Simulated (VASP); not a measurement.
Input of a VASP 6.6.1 run:

The input INCAR:

```
SYSTEM = AlRu
ALGO = Fast
EDIFF = 1E-7
ENCUT = 520
GGA = PE
ISIF = 2
ISMEAR = 0
LASPH = .TRUE.
LCHARG = .FALSE.
LREAL = .FALSE.
LWAVE = .FALSE.
NBANDS = 16
NELM = 80
PREC = Accurate
SIGMA = 0.020999999999999998
```

File KPOINTS:

```
k-points
0
G
  9 9 9
  0 0 0
```

The input POSCAR:

```
AlRu
1.0
    2.9916000000      0.0000000000      0.0000000000
    0.0000000000      2.9916000000      0.0000000000
    0.0000000000      0.0000000000      2.9916000000
Ru Al
1 1
Direct
    0.5000000000      0.5000000000      0.5000000000
    0.0000000000      0.0000000000      0.0000000000
```

Potentials or basis: VASP PAW PBE potentials, release 64 (Ru_pv, Al).

Run with:

```bash
$ cat potpaw_PBE.64/Ru_pv/POTCAR potpaw_PBE.64/Al/POTCAR > POTCAR
$ mpirun -np 1 vasp_std > vasp.out
```

What does it give for the pressure?

2.5 GPa.
